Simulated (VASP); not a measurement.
Wanted: the native input for a VASP 6.6.1 run.

```yaml
Task: single point
Functional: PBE
Potentials_or_basis: VASP PAW PBE potentials, release 64 (Mn_sv, O)
Cutoff: 700 eV
k_mesh: 7 × 4 × 7
Occupations: fermi-dirac, width 0.05 eV
Spin: collinear spin, antiferromagnetic start
Starting_moments: "[4.5, -4.5, 0.0, 0.0] μB"
Hubbard_terms: Mn d U = 3.9 eV
Dipole_correction: no
Further_INCAR_settings: ALGO = Normal; EDIFF = 1e-06; NBANDS = 33; ISYM = 0
```

The structure of MnO lies in POSCAR:

```
MnO
1.0
    0.0000000000      2.2220000000      2.2220000000
    4.4440000000      0.0000000000      4.4440000000
    2.2220000000      2.2220000000      0.0000000000
Mn O
2 2
Direct
    0.0000000000      0.0000000000      0.0000000000
    0.0000000000      0.5000000000      0.0000000000
    0.5000000000      0.2500000000      0.5000000000
    0.5000000000      0.7500000000      0.5000000000
```

These files were run (other wordings do the same):

INCAR

```
ALGO = Normal
EDIFF = 1E-6
ENCUT = 700
GGA = PE
GGA_COMPAT = False
ISIF = 2
ISMEAR = -1
ISPIN = 2
ISYM = 0
LASPH = True
LCHARG = False
LDAU = True
LDAUJ = 0 0
LDAUL = 2 -1
LDAUPRINT = 1
LDAUTYPE = 2
LDAUU = 3.9 0
LMAXMIX = 4
LORBIT = 11
LREAL = False
LWAVE = False
MAGMOM = 4.5 -4.5 0 0
NBANDS = 33
NELM = 200
PREC = Accurate
SIGMA = 0.05
```

KPOINTS

```
k-points
0
Gamma
  7 4 7
```

Potentials or basis: VASP PAW PBE potentials, release 64 (Mn_sv, O).

Command:

```console
$ cat potpaw_PBE.64/Mn_sv/POTCAR potpaw_PBE.64/O/POTCAR > POTCAR
$ mpirun -np 1 vasp_std > vasp.out
```

It gave:

* Pressure: 3.8 GPa
* Band gap on the k mesh: 1.73 eV
* Net moment: 0.00 μB per cell
* Site moments: Mn +4.45, -4.45; O -0.00 μB
* Valence electrons inside the program's atomic spheres: Mn 12.88; O 5.00

Caveat: the cell stands under pressure.

Run time: 5.2 min on 1 thread of Intel(R) Xeon(R) Platinum 8488C (Sapphire Rapids), with other jobs on the host, peak memory 0.43 GiB.
